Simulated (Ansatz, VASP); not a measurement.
# Two plane-wave programs on Zn

```xyz
1
Lattice="0.0000 2.0571 2.0571 2.0571 0.0000 2.0571 2.0571 2.0571 0.0000" Properties=species:S:1:pos:R:3 pbc="T T T"
Zn    0.0000    0.0000    0.0000
```

Alike in both runs: task single point; functional PBE; k mesh 8 × 8 × 8; occupations gaussian, width 0.1 eV; no spin polarisation.

|  | VASP | Ansatz |
| --- | --- | --- |
| version | VASP 6.6.1 | Ansatz 0.2.0 |
| potentials or method | VASP PAW PBE potentials, release 64 (Zn), cutoff 500 eV | scalar-relativistic, plane waves, PAW |
| valence electrons in the cell | 12 | 12 |

|  | VASP | Ansatz | Ansatz less VASP |
| --- | --- | --- | --- |
| gap on the k mesh at the Fermi level (eV) | none | none | - |
| pressure (GPa) | -6.3 | -6.4 | -0.14 |

A gap of «none» marks a metal or a gap that the smearing closes. With one functional, cell and mesh, what is left measures potentials, basis and numerics.
